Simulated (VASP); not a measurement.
# Ta (I4/mmm) in VASP: further runs

Runs on Ta. Level: PBEsol. Tasks: single point.

All numbers are computed with VASP 6.6.1; they aren't measurements. Logs are shortened: lines on timing, memory, paths and dates and some standing lists are left out, and cuts for length are marked.

**1. The cell of the first run**

The structure is tetragonal, space group I4/mmm (No. 139). Conventional cell: a = 2.845 Å, b = 2.845 Å, c = 3.837 Å, α = 90.00°, β = 90.00°, γ = 90.00°. Within 3.7 Å of Ta (site symmetry 4/mmm) lie 12 Ta at 2.78 to 2.85 Å.

**2. Single point, PBEsol (volume 15.533 Å^3 an atom, c/a of the conventional cell 1.3484)**

The input, INCAR:

```
SYSTEM = Ta
PREC = Accurate ; ENCUT = 520
EDIFF = 1E-6 ; ISMEAR = 0
SIGMA = 0.15 ; LREAL = .FALSE.
LASPH = .TRUE. ; NELM = 60
ALGO = Fast ; ISIF = 2
LWAVE = .FALSE. ; LCHARG = .TRUE.
GGA = PS ; LELF = .TRUE.
LVHAR = .TRUE. ; NBANDS = 12
```

The input, KPOINTS:

```
regular mesh
0
G
  22 22 22
  0 0 0
```

The input, POSCAR:

```
Ta
1.0
   -1.4227399801      1.4227399801      1.9184225891
    1.4227399801     -1.4227399801      1.9184225891
    1.4227399801      1.4227399801     -1.9184225891
Ta
1
Direct
    0.0000000000      0.0000000000      0.0000000000
```

Potentials or basis: VASP PAW PBE potentials, release 64 (Ta_pv).

Run with:

```
$ cat potpaw_PBE.64/Ta_pv/POTCAR > POTCAR
$ mpirun -np 1 vasp_std > vasp.out
```

OUTCAR:

```text
SYSTEM = Ta
   PREC = Accurate
   ENCUT = 520
   EDIFF = 1E-6
   ISMEAR = 0
   LREAL = .FALSE.
   LASPH = .TRUE.
   NELM = 60
   ISIF = 2
   GGA = PS

 ion  position               nearest neighbor table
   1  0.000  0.000  0.000-

  LATTYP: Found a body centered tetragonal cell.
 ALAT       =     2.8454799602
 C/A-ratio  =     1.3484000000

  Lattice vectors:

 A1 = (  -1.4227399801,   1.4227399801,   1.9184225891)
 A2 = (   1.4227399801,  -1.4227399801,   1.9184225891)
 A3 = (   1.4227399801,   1.4227399801,  -1.9184225891)

Analysis of symmetry for initial positions (statically):
=====================================================================
 Subroutine PRICEL returns:
 Original cell was already a primitive cell.

 Routine SETGRP: Setting up the symmetry group for a
 body centered tetragonal supercell.

 Subroutine GETGRP returns: Found 16 space group operations
 (whereof 16 operations were pure point group operations)
 out of a pool of 16 trial point group operations.

The static configuration has the point symmetry D_4h.

Analysis of symmetry for dynamics (positions and initial velocities):
=====================================================================
 Subroutine PRICEL returns:
 Original cell was already a primitive cell.

 Routine SETGRP: Setting up the symmetry group for a
 body centered tetragonal supercell.

 Subroutine GETGRP returns: Found 16 space group operations
 (whereof 16 operations were pure point group operations)
 out of a pool of 16 trial point group operations.

The dynamic configuration has the point symmetry D_4h.

 Subroutine INISYM returns: Found 16 space group operations
 (whereof 16 operations are pure point group operations),
 and found     1 'primitive' translations

----------------------------------------------------------------------------------------

                                     Primitive cell

  volume of cell :      15.5330

  direct lattice vectors                    reciprocal lattice vectors
    -1.422739980  1.422739980  1.918422589     0.000000000  0.351434561  0.260630793
     1.422739980 -1.422739980  1.918422589     0.351434561  0.000000000  0.260630793
     1.422739980  1.422739980 -1.918422589     0.351434561  0.351434561  0.000000000

  length of vectors
     2.780058153  2.780058153  2.780058153     0.437532468  0.437532468  0.497003522

  position of ions in fractional coordinates (direct lattice)
     0.000000000  0.000000000  0.000000000

[... 78 lines left out ...]
   NSW    =      0    number of steps for IOM
   IBRION =     -1    ionic relax: 0-MD 1-quasi-New 2-CG
   NFREE  =      0    steps in history (QN), initial steepest desc. (CG)
   ISIF   =      2    stress and relaxation
   ISYM   =      2    0-nonsym 1-usesym 2-fastsym
   POTIM  = 0.5000    time-step for ionic-motion
   TEBEG  =    0.0;   TEEND  =   0.0 temperature during run
   PSTRESS=    0.0 pullay stress
   NELECT =      11.0000    total number of electrons
   NUPDOWN=      -1.0000    fix difference up-down
   EMIN   =  10.00;   EMAX   =-10.00  energy-range for DOS
   EFERMI =   0.00;   METHOD = LEGACY
   ISMEAR =     0;   SIGMA  =   0.15  broadening in eV -4-tet -1-fermi 0-gaus
   EFERMI_NEDOS =   21; number of points for ismear=-14 and -15
   IALGO  =     68    algorithm
   IMIX   =      4    mixing-type and parameters
     AMIX     =   0.40;   BMIX     =  1.00
     AMIX_MAG =   1.60;   BMIX_MAG =  1.00
  volume/ion in A,a.u.               =      15.53       104.82
  Fermi-wavevector in a.u.,A,eV,Ry     =   1.459219  2.757525 28.971177  2.129321
  Thomas-Fermi vector in A             =   2.575812
   LORBIT       =      0    0 simple, 1 ext, 2 COOP (PROOUT), +10 PAW based schemes
   GGA     = PS    functional components
   LHFCALC =     F    Hartree Fock is set to
   AEXX    =    0.0000 exact exchange contribution
   IVDW    =     0    specifies the selected vdW correction
   LEPSILON=     F    determine dielectric tensor
   LRPA    =     F    only Hartree local field effects (RPA)
 non-spin polarized calculation
 RMM-DIIS sequential band-by-band and
 Gauss-broadening in eV      SIGMA  =   0.15
  energy-cutoff  :      520.00
  volume of cell :       15.53
 maximum number of plane-waves:       435
 NGX is ok and might be reduce to    24
   NGX = 11   NGY = 11   NGZ = 11

 number of electron      10.9999999 magnetization

 Free energy of the ion-electron system (eV)
  ---------------------------------------------------
  ext. energy  EPLUGINS =         0.00000000
  ---------------------------------------------------
  free energy    TOTEN  =       -11.99572691 eV

  energy without entropy =      -11.98382405  energy(sigma->0) =      -11.98977548

 E-fermi :   7.0360     XC(G=0): -13.5063

 val. band max:        7.0292532018   @ k =   0.2273   0.1364   0.0000
 cond. band min:       7.0411532752   @ k =  -0.4545   0.2727   0.0000
 fundamental gap:      0.0119000734
 Fermi energy:         7.0359892156

 k-point     1 :       0.0000    0.0000    0.0000
  band No.  band energies     occupation
      1     -25.8388      2.00000
      2     -25.8355      2.00000
      3     -25.8355      2.00000
      4      -1.8836      2.00000
      5       7.1175      0.44211
      6       7.1175      0.44211
      7       7.8317      0.00000
      8      10.6348      0.00000
      9      11.6866      0.00000
     10      20.1180      0.00000
     11      21.7303      0.00000
     12      25.2607      0.00000
[... 331 lines left out ...]
 k-point    24 :      -0.4545    0.0455    0.0000
  band No.  band energies     occupation
      1     -27.6573      2.00000
      2     -26.1444      2.00000
      3     -26.0332      2.00000
      4       1.6304      2.00000
      5       6.5660      1.99999
      6       7.4751      0.00003
      7       8.1780      0.00000
      8      13.7910      0.00000
      9      14.1847      0.00000
     10      19.2860      0.00000
     11      21.1644      0.00000
     12      21.8073      0.00000

 [... further k-points ...]
[... 5 lines left out ...]
  --------------------------------------------------------------------------------------
  -------------------------------------------------------------------------------------
  Total        4.6488295      4.6488295      3.1134719      0.0000000      0.0000000      0.0000000
  in kB      479.5113107    479.5113107    321.1442763      0.0000000      0.0000000      0.0000000
  external PRESSURE =     426.7222992 kB  Pullay stress =       0.0000000 kB

 VOLUME and BASIS-vectors are now :
 -----------------------------------------------------------------------------
  energy-cutoff  :      520.00
  volume of cell :       15.53
      direct lattice vectors                 reciprocal lattice vectors
    -1.422739980  1.422739980  1.918422589     0.000000000  0.351434561  0.260630793
     1.422739980 -1.422739980  1.918422589     0.351434561  0.000000000  0.260630793
     1.422739980  1.422739980 -1.918422589     0.351434561  0.351434561  0.000000000

 POSITION                                       TOTAL-FORCE (eV/Angst)
 -----------------------------------------------------------------------------------
      0.00000      0.00000      0.00000         0.000000     -0.000000      0.000000
 -----------------------------------------------------------------------------------
    total drift:                                0.000000     -0.000000     -0.000000

  FREE ENERGIE OF THE ION-ELECTRON SYSTEM (eV)
  ---------------------------------------------------
  free  energy   TOTEN  =       -11.9957269070 eV

  energy  without entropy=      -11.9838240550  energy(sigma->0) =      -11.98977548
```

Run time: 2 min. Hardware: 1 thread of AMD EPYC 9R45 (Zen 5), shared host; peak memory 0.24 GiB.

What came out:

```
Free energy : -11.9957 eV
Pressure    : 42.7 GPa
```

Levels at points of the mesh, in eV from the Fermi level:
```csv
k point,band 2,band 3,band 4,band 5,band 6,band 7,band 8,band 9
"(0.00, 0.00, 0.00)",-32.87,-32.87,-8.92,0.08,0.08,0.80,3.60,4.65
"(0.50, 0.00, 0.00)",-33.18,-33.06,-5.50,-0.44,0.41,1.54,6.95,7.51
"(0.50, 0.50, 0.00)",-33.58,-33.42,-5.63,-4.36,3.93,7.17,7.73,8.57
"(0.50, 0.50, 0.50)",-33.64,-33.64,-5.61,-4.55,4.93,7.19,8.17,8.17
```

Caveat: the PAW data sets were made with another functional, which shifts forces and pressure a little; spin-orbit coupling is left out, which moves the levels of the heavy elements.

**3. Single point, PBEsol (volume 15.533 Å^3 an atom, c/a of the conventional cell 1.5658)**

The input, INCAR:

```
SYSTEM = Ta
  PREC = Accurate
  ENCUT = 520
  EDIFF = 1E-6
  ISMEAR = 0
  SIGMA = 0.15
  LREAL = .False.
  LASPH = .True.
  NELM = 100
  ALGO = Fast
  ISIF = 2
  LWAVE = .False.
  LCHARG = .True.
  GGA = PS
  LELF = .True.
  LVHAR = .True.
  NBANDS = 12
```

The input, KPOINTS:

```
Automatic mesh
0
Gamma
  22 22 22
  0 0 0
```

The input, POSCAR:

```
Ta
1.0
   -1.3535875590      1.3535875590      2.1194473999
    1.3535875590     -1.3535875590      2.1194473999
    1.3535875590      1.3535875590     -2.1194473999
Ta
1
Direct
    0.0000000000      0.0000000000      0.0000000000
```

Potentials or basis: VASP PAW PBE potentials, release 64 (Ta_pv).

Run with:

```
$ cat potpaw_PBE.64/Ta_pv/POTCAR > POTCAR
$ mpirun -np 1 vasp_std > vasp.out
```

Wall time 2 min (1 thread of AMD EPYC 9R45 (Zen 5), shared host); peak memory 0.24 GiB.

Results (log left out):

| Item | Value |
| --- | --- |
| Free energy | -12.0471 eV |
| Pressure | 41.3 GPa |

Stress tensor (GPa, compression positive):
```
35.81  0.00  0.00
 0.00 35.81  0.00
 0.00  0.00 52.34
```

Levels at points of the mesh, in eV from the Fermi level:
| k point | band 2 | band 3 | band 4 | band 5 | band 6 | band 7 | band 8 | band 9 |
| --- | --- | --- | --- | --- | --- | --- | --- | --- |
| (0.00, 0.00, 0.00) | -32.79 | -32.79 | -8.87 | -0.65 | 0.99 | 0.99 | 2.80 | 5.41 |
| (0.50, 0.00, 0.00) | -33.21 | -32.90 | -5.45 | -0.76 | 0.92 | 1.62 | 6.81 | 7.67 |
| (0.50, 0.50, 0.00) | -33.79 | -33.41 | -5.57 | -4.40 | 5.02 | 6.87 | 7.08 | 9.26 |
| (0.50, 0.50, 0.50) | -33.27 | -33.27 | -5.57 | -4.18 | 2.95 | 7.51 | 8.13 | 8.13 |

Caveat: the PAW data sets were made with another functional, which shifts forces and pressure a little; spin-orbit coupling is left out, which moves the levels of the heavy elements.
